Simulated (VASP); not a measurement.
# SrO (Fm-3m) in VASP: further runs

Aim: see how the results for SrO move with the level of theory and the settings. Levels: r2SCAN, PBE+D3(BJ). Tasks: single point.

Program: VASP 6.6.1. These are calculated values, not measurements. Logs are shortened: lines on timing, memory, paths and dates and some standing lists are left out, and cuts for length are marked.

**1. The cell of the first run**

It takes space group Fm-3m (No. 225, cubic). Conventional cell: a = 5.228 Å, b = 5.228 Å, c = 5.228 Å, α = 90.00°, β = 90.00°, γ = 90.00°. Sr (site symmetry m-3m) has 6 O at 2.61 Å within 3.4 Å. Within 3.4 Å of O (site symmetry m-3m) lie 6 Sr at 2.61 Å.

**2. Single point, r2SCAN (volume scaled by 1.04)**

Contents of POSCAR:

```
SrO
1.0
    0.0000000000      2.6138698676      2.6138698676
    2.6138698676      0.0000000000      2.6138698676
    2.6138698676      2.6138698676      0.0000000000
Sr O
1 1
Direct
    0.5000000000      0.5000000000      0.5000000000
    0.0000000000      0.0000000000      0.0000000000
```

Contents of INCAR.step1:

```
PREC = Accurate
ENCUT = 520
ISMEAR = 0
SIGMA = 0.05
LREAL = F
LASPH = T
NELM = 80
NBANDS = 15
GGA = PE
ALGO = Normal
EDIFF = 1E-4
LWAVE = T
LCHARG = F
```

Contents of INCAR.step2:

```
PREC = Accurate
ENCUT = 520
EDIFF = 1E-6
ISMEAR = 0
SIGMA = 0.05
LREAL = F
LASPH = T
NELM = 80
ALGO = Normal
ISIF = 2
LWAVE = F
LCHARG = F
METAGGA = R2SCAN
LMIXTAU = T
NBANDS = 15
ISTART = 1
```

Contents of KPOINTS:

```
Automatic mesh
0
Gamma
  8 8 8
```

Potentials or basis: VASP PAW PBE potentials, release 64 (Sr_sv, O).

On the command line:

```bash
$ cat potpaw_PBE.64/Sr_sv/POTCAR potpaw_PBE.64/O/POTCAR > POTCAR
$ cp INCAR.step1 INCAR
$ mpirun -np 1 vasp_std > vasp.out
$ cp INCAR.step2 INCAR
$ mpirun -np 1 vasp_std > vasp.out
```

OUTCAR:

```text
PREC = Accurate
   ENCUT = 520
   EDIFF = 1E-6
   ISMEAR = 0
   LREAL = F
   LASPH = T
   NELM = 80
   ISIF = 2
   METAGGA = R2SCAN
   ISTART = 1

 ion  position               nearest neighbor table
   1  0.500  0.500  0.500-   2 2.61   2 2.61   2 2.61   2 2.61   2 2.61   2 2.61
   2  0.000  0.000  0.000-   1 2.61   1 2.61   1 2.61   1 2.61   1 2.61   1 2.61

  LATTYP: Found a face centered cubic cell.
 ALAT       =     5.2277397352

  Lattice vectors:

 A1 = (   0.0000000000,   2.6138698676,   2.6138698676)
 A2 = (   2.6138698676,   0.0000000000,   2.6138698676)
 A3 = (   2.6138698676,   2.6138698676,   0.0000000000)

Analysis of symmetry for initial positions (statically):
=====================================================================
 Subroutine PRICEL returns:
 Original cell was already a primitive cell.

 Routine SETGRP: Setting up the symmetry group for a
 face centered cubic supercell.

 Subroutine GETGRP returns: Found 48 space group operations
 (whereof 48 operations were pure point group operations)
 out of a pool of 48 trial point group operations.

The static configuration has the point symmetry O_h .

Analysis of symmetry for dynamics (positions and initial velocities):
=====================================================================
 Subroutine PRICEL returns:
 Original cell was already a primitive cell.

 Routine SETGRP: Setting up the symmetry group for a
 face centered cubic supercell.

 Subroutine GETGRP returns: Found 48 space group operations
 (whereof 48 operations were pure point group operations)
 out of a pool of 48 trial point group operations.

The dynamic configuration has the point symmetry O_h .

 Subroutine INISYM returns: Found 48 space group operations
 (whereof 48 operations are pure point group operations),
 and found     1 'primitive' translations

----------------------------------------------------------------------------------------

                                     Primitive cell

  volume of cell :      35.7176

  direct lattice vectors                    reciprocal lattice vectors
     0.000000000  2.613869868  2.613869868    -0.191287258  0.191287258  0.191287258
     2.613869868  0.000000000  2.613869868     0.191287258 -0.191287258  0.191287258
     2.613869868  2.613869868  0.000000000     0.191287258  0.191287258 -0.191287258

  length of vectors
     3.696570217  3.696570217  3.696570217     0.331319250  0.331319250  0.331319250

  position of ions in fractional coordinates (direct lattice)
     0.500000000  0.500000000  0.500000000
     0.000000000  0.000000000  0.000000000

  ion indices of the primitive-cell ions
   primitive index   ion index
                 1           1
                 2           2

----------------------------------------------------------------------------------------

 KPOINTS: Automatic mesh

Automatic generation of k-mesh.
 Grid dimensions read from file:
 generate k-points for:    8    8    8

 Generating k-lattice:

  Cartesian coordinates                     Fractional coordinates (reciprocal lattice)
    -0.023910907  0.023910907  0.023910907     0.125000000  0.000000000  0.000000000
     0.023910907 -0.023910907  0.023910907     0.000000000  0.125000000  0.000000000
     0.023910907  0.023910907 -0.023910907     0.000000000  0.000000000  0.125000000

  Length of vectors
     0.041414906  0.041414906  0.041414906

  Shift w.r.t. Gamma in fractional coordinates (k-lattice)
     0.000000000  0.000000000  0.000000000

 Subroutine IBZKPT returns following result:
 ===========================================

 Found     29 irreducible k-points:

 Following reciprocal coordinates:
            Coordinates               Weight
  0.000000  0.000000  0.000000      1.000000
  0.125000  0.000000  0.000000      8.000000
  0.250000  0.000000  0.000000      8.000000
  0.375000  0.000000  0.000000      8.000000
  0.500000  0.000000  0.000000      4.000000
  0.125000  0.125000  0.000000      6.000000
[... 16 lines left out ...]
  0.500000  0.250000  0.125000     48.000000
 -0.375000  0.250000  0.125000     24.000000
 [... further k-points ...]
   k-points           NKPTS =     29   k-points in BZ     NKDIM =     29   number of bands    NBANDS=     15
   number of dos      NEDOS =    301   number of ions     NIONS =      2
   total plane-waves  NPLWV =  21952
   dimension x,y,z NGX =    28 NGY =   28 NGZ =   28
   dimension x,y,z NGXF=    56 NGYF=   56 NGZF=   56
   ions per type =               1   1
   NGX,Y,Z   is equivalent  to a cutoff of  12.59, 12.59, 12.59 a.u.
   NGXF,Y,Z  is equivalent  to a cutoff of  25.18, 25.18, 25.18 a.u.
 SYSTEM =  unknown system
   PREC   = accura    normal or accurate (medium, high low for compatibility)
   ISTART =      1    job   : 0-new  1-cont  2-samecut
   ICHARG =      0    charge: 1-file 2-atom 10-const
   ISPIN  =      1    spin polarized calculation?
   LNONCOLLINEAR =      F non collinear calculations
   LSORBIT =      F    spin-orbit coupling
   LASPH  =      T    aspherical Exc in radial PAW
   ENCUT  =  520.0 eV  38.22 Ry    6.18 a.u.   6.87  6.87  6.87*2*pi/ulx,y,z
   NELM   =     80;   NELMIN=  2; NELMDL=  0     # of ELM steps
   EDIFF  = 0.1E-05   stopping-criterion for ELM
   LREAL  =      F    real-space projection
   EDIFFG = 0.1E-04   stopping-criterion for IOM
   NSW    =      0    number of steps for IOM
   IBRION =     -1    ionic relax: 0-MD 1-quasi-New 2-CG
   NFREE  =      0    steps in history (QN), initial steepest desc. (CG)
   ISIF   =      2    stress and relaxation
   ISYM   =      2    0-nonsym 1-usesym 2-fastsym
   POTIM  = 0.5000    time-step for ionic-motion
   TEBEG  =    0.0;   TEEND  =   0.0 temperature during run
   PSTRESS=    0.0 pullay stress
   NELECT =      16.0000    total number of electrons
   NUPDOWN=      -1.0000    fix difference up-down
   EMIN   =  10.00;   EMAX   =-10.00  energy-range for DOS
   EFERMI =   0.00;   METHOD = LEGACY
   ISMEAR =     0;   SIGMA  =   0.05  broadening in eV -4-tet -1-fermi 0-gaus
   EFERMI_NEDOS =   21; number of points for ismear=-14 and -15
   IALGO  =     38    algorithm
   IMIX   =      4    mixing-type and parameters
     AMIX     =   0.40;   BMIX     =  1.00
     AMIX_MAG =   1.60;   BMIX_MAG =  1.00
  volume/ion in A,a.u.               =      17.86       120.52
  Fermi-wavevector in a.u.,A,eV,Ry     =   1.252624  2.367117 21.348464  1.569068
  Thomas-Fermi vector in A             =   2.386516
   LORBIT       =      0    0 simple, 1 ext, 2 COOP (PROOUT), +10 PAW based schemes
   METAGGA = R2SCAN    functional components
   LHFCALC =     F    Hartree Fock is set to
   AEXX    =    0.0000 exact exchange contribution
   IVDW    =     0    specifies the selected vdW correction
   LEPSILON=     F    determine dielectric tensor
   LRPA    =     F    only Hartree local field effects (RPA)
 non-spin polarized calculation
 Gauss-broadening in eV      SIGMA  =   0.05
  energy-cutoff  :      520.00
  volume of cell :       35.72
 maximum number of plane-waves:       982
   NGX = 13   NGY = 13   NGZ = 13

 number of electron      16.0000003 magnetization

 Free energy of the ion-electron system (eV)
  ---------------------------------------------------
  ext. energy  EPLUGINS =         0.00000000
  ---------------------------------------------------
  free energy    TOTEN  =       -27.04595906 eV

  energy without entropy =      -27.04595906  energy(sigma->0) =      -27.04595906

 E-fermi :   1.4241     XC(G=0): -10.3329

 val. band max:        1.1186337487   @ k =   0.0000   0.0000   0.0000
 cond. band min:       4.8809101919   @ k =   0.5000   0.5000   0.0000
 fundamental gap:      3.7622764433
 Fermi energy:         1.4240904458

 k-point     1 :       0.0000    0.0000    0.0000
  band No.  band energies     occupation
      1     -32.5391      2.00000
      2     -14.8482      2.00000
      3     -13.6093      2.00000
      4     -13.6093      2.00000
      5     -13.6093      2.00000
      6       1.1186      2.00000
      7       1.1186      2.00000
      8       1.1186      2.00000
      9       5.4161      0.00000
     10       7.7795      0.00000
     11       7.7795      0.00000
     12       7.7795      0.00000
     13       9.9899      0.00000
     14       9.9899      0.00000
     15      14.1574      0.00000

 k-point     2 :       0.1250    0.0000    0.0000
  band No.  band energies     occupation
      1     -32.5230      2.00000
      2     -15.1334      2.00000
      3     -13.6195      2.00000
      4     -13.6195      2.00000
      5     -13.3650      2.00000
      6       0.7061      2.00000
      7       0.9424      2.00000
      8       0.9424      2.00000
      9       6.0816      0.00000
     10       7.6200      0.00000
     11       8.0744      0.00000
     12       8.0744      0.00000
     13      10.3701      0.00000
     14      10.3701      0.00000
     15      15.1258      0.00000

 k-point     3 :       0.2500    0.0000    0.0000
  band No.  band energies     occupation
      1     -32.4838      2.00000
      2     -15.6171      2.00000
      3     -13.6439      2.00000
      4     -13.6439      2.00000
      5     -12.9801      2.00000
      6      -0.0640      2.00000
      7       0.5567      2.00000
      8       0.5567      2.00000
      9       7.4546      0.00000
     10       7.6521      0.00000
     11       8.8735      0.00000
     12       8.8735      0.00000
     13      11.3299      0.00000
     14      11.3299      0.00000
     15      17.0231      0.00000
[... 343 lines left out ...]
 k-point    23 :       0.5000    0.2500    0.1250
  band No.  band energies     occupation
      1     -32.4240      2.00000
      2     -15.7764      2.00000
      3     -13.9124      2.00000
      4     -13.7554      2.00000
      5     -12.9527      2.00000
      6      -0.3329      2.00000
      7       0.2565      2.00000
      8       0.6120      2.00000
      9       7.0888      0.00000
     10       8.6084      0.00000
     11      10.3619      0.00000
     12      10.5324      0.00000
     13      12.5233      0.00000
     14      13.4164      0.00000
     15      15.8121      0.00000

 k-point    24 :      -0.3750    0.2500    0.1250
  band No.  band energies     occupation
      1     -32.4109      2.00000
      2     -15.8333      2.00000
      3     -13.9307      2.00000
      4     -13.8019      2.00000
      5     -12.9262      2.00000
      6      -0.3628      2.00000
      7       0.3085      2.00000
      8       0.3653      2.00000
      9       7.8466      0.00000
     10       8.2046      0.00000
     11      10.7189      0.00000
     12      10.9350      0.00000
     13      13.0155      0.00000
     14      14.2777      0.00000
     15      14.8851      0.00000

 [... further k-points ...]
[... 5 lines left out ...]
  --------------------------------------------------------------------------------------
  -------------------------------------------------------------------------------------
  Total       -0.6522570     -0.6522570     -0.6522570     -0.0000000     -0.0000000      0.0000000
  in kB      -29.2581917    -29.2581917    -29.2581917     -0.0000000     -0.0000000      0.0000000
  external PRESSURE =     -29.2581917 kB  Pullay stress =       0.0000000 kB

 VOLUME and BASIS-vectors are now :
 -----------------------------------------------------------------------------
  energy-cutoff  :      520.00
  volume of cell :       35.72
      direct lattice vectors                 reciprocal lattice vectors
     0.000000000  2.613869868  2.613869868    -0.191287258  0.191287258  0.191287258
     2.613869868  0.000000000  2.613869868     0.191287258 -0.191287258  0.191287258
     2.613869868  2.613869868  0.000000000     0.191287258  0.191287258 -0.191287258

 POSITION                                       TOTAL-FORCE (eV/Angst)
 -----------------------------------------------------------------------------------
      2.61387      2.61387      2.61387        -0.000000     -0.000000      0.000000
      0.00000      0.00000      0.00000         0.000000      0.000000     -0.000000
 -----------------------------------------------------------------------------------
    total drift:                                0.000000      0.000000      0.000000

  FREE ENERGIE OF THE ION-ELECTRON SYSTEM (eV)
  ---------------------------------------------------
  free  energy   TOTEN  =       -27.0459590600 eV

  energy  without entropy=      -27.0459590600  energy(sigma->0) =      -27.04595906
```

Run time: 69 s. Hardware: 1 thread of AMD EPYC 7R13 (Zen 3), shared host; peak memory 0.14 GiB.

Results:

```yaml
Free_energy: -27.0460 eV
Pressure: -2.9 GPa
Band_gap_on_the_k_mesh: 3.76 eV, indirect (least direct gap 3.88 eV)
```

Caveat: the PAW data sets were made with another functional, which shifts forces and pressure a little. A k mesh can miss the band edges.

**3. Single point, PBE+D3(BJ) (volume scaled by 0.98)**

Contents of INCAR:

```
SYSTEM = SrO
ALGO = Normal
EDIFF = 1E-6
ENCUT = 520
GGA = PE
ISIF = 2
ISMEAR = 0
IVDW = 12
LASPH = .TRUE.
LCHARG = .FALSE.
LREAL = .FALSE.
LWAVE = .FALSE.
NBANDS = 15
NELM = 60
PREC = Accurate
SIGMA = 0.05
```

Contents of KPOINTS:

```
k-points
0
G
  8 8 8
  0 0 0
```

Contents of POSCAR:

```
SrO
1.0
    0.0000000000      2.5599969943      2.5599969943
    2.5599969943      0.0000000000      2.5599969943
    2.5599969943      2.5599969943      0.0000000000
Sr O
1 1
Direct
    0.5000000000      0.5000000000      0.5000000000
    0.0000000000      0.0000000000      0.0000000000
```

Potentials or basis: VASP PAW PBE potentials, release 64 (Sr_sv, O).

On the command line:

```bash
$ cat potpaw_PBE.64/Sr_sv/POTCAR potpaw_PBE.64/O/POTCAR > POTCAR
$ mpirun -np 1 vasp_std > vasp.out
```

Run time: 22 s. Hardware: 1 thread of AMD EPYC 7R43 (Zen 3), shared host; peak memory 0.14 GiB.

It converged, with:

```yaml
Free_energy: -12.5283 eV
Pressure: 2.2 GPa
Band_gap_on_the_k_mesh: 3.26 eV, indirect (least direct gap 3.34 eV)
Dispersion_energy_per_atom: -0.249 eV
```

Levels at points of the mesh, in eV from the valence-band top:
| k point | band 4 | band 5 | band 6 | band 7 | band 8 | band 9 | band 10 | band 11 | band 12 | band 13 |
| --- | --- | --- | --- | --- | --- | --- | --- | --- | --- | --- |
| (0.00, 0.00, 0.00) | -13.97 | -13.97 | 0.00 | 0.00 | 0.00 | 4.08 | 6.24 | 6.24 | 6.24 | 8.44 |
| (0.50, 0.00, 0.00) | -14.05 | -12.78 | -2.19 | -1.16 | -1.16 | 6.61 | 8.56 | 8.92 | 8.92 | 12.04 |
| (0.50, 0.50, 0.00) | -14.35 | -14.35 | -0.41 | -0.08 | -0.08 | 3.26 | 7.90 | 10.26 | 10.50 | 11.20 |

Caveat: three body term missing.

**4. Single point, PBE+D3(BJ) (volume scaled by 0.96)**

Contents of INCAR:

```
PREC = Accurate ; ENCUT = 520
EDIFF = 1E-6 ; ISMEAR = 0
SIGMA = 0.05 ; LREAL = F
LASPH = T ; NELM = 60
ALGO = Normal ; ISIF = 2
LWAVE = F ; LCHARG = T
GGA = PE ; IVDW = 12
LELF = T ; LVHAR = T
NBANDS = 15
```

Contents of KPOINTS:

```
Automatic mesh
0
Gamma
  8 8 8
```

Contents of POSCAR:

```
SrO
1.0
    0.0000000000      2.5424622180      2.5424622180
    2.5424622180      0.0000000000      2.5424622180
    2.5424622180      2.5424622180      0.0000000000
Sr O
1 1
Direct
    0.5000000000      0.5000000000      0.5000000000
    0.0000000000      0.0000000000      0.0000000000
```

On the command line:

```bash
$ cat potpaw_PBE.64/Sr_sv/POTCAR potpaw_PBE.64/O/POTCAR > POTCAR
$ mpirun -np 1 vasp_std > vasp.out
```

It took 21 s on 1 thread of AMD EPYC 7R43 (Zen 3), shared host; peak memory 0.14 GiB.

It converged, with:

| Quantity | Value |
| --- | --- |
| Free energy | -12.5138 eV |
| Pressure | 4.4 GPa |
| Band gap on the k mesh | 3.24 eV, indirect (least direct gap 3.31 eV) |
| Dispersion energy per atom | -0.254 eV |

Levels at points of the mesh, in eV from the valence-band top:
```
           k point  band 6  band 7  band 8  band 9  band 10  band 11
(0.00, 0.00, 0.00)    0.00    0.00    0.00    4.23     6.28     6.28
(0.50, 0.00, 0.00)   -2.24   -1.20   -1.20    6.70     8.73     9.04
(0.50, 0.50, 0.00)   -0.37   -0.06   -0.06    3.24     8.06    10.40
```

Caveat: three body term missing. A k mesh can miss the band edges.

**5. The runs side by side**

| level | cell | gap on the mesh (eV) | pressure (GPa) |
| --- | --- | --- | --- |
| r2SCAN | a = 3.697 Å, angles 60.0°, 2 atoms | 3.76 | -2.9 |
| PBE+D3(BJ) | a = 3.620 Å, angles 60.0°, 2 atoms | 3.26 | 2.2 |
| PBE+D3(BJ) | a = 3.596 Å, angles 60.0°, 2 atoms | 3.24 | 4.4 |

Alike in all rows: task single point; potentials or basis VASP PAW PBE potentials, release 64 (Sr_sv, O); no spin polarisation; k mesh 8 × 8 × 8; cutoff (eV) 520; smearing gaussian 0.05 eV.

Caveats: three body term missing (some runs); the PAW data sets were made with another functional, which shifts forces and pressure a little (some runs).

Total energies depend on the potentials used, so only differences within one code and one set of settings carry meaning.
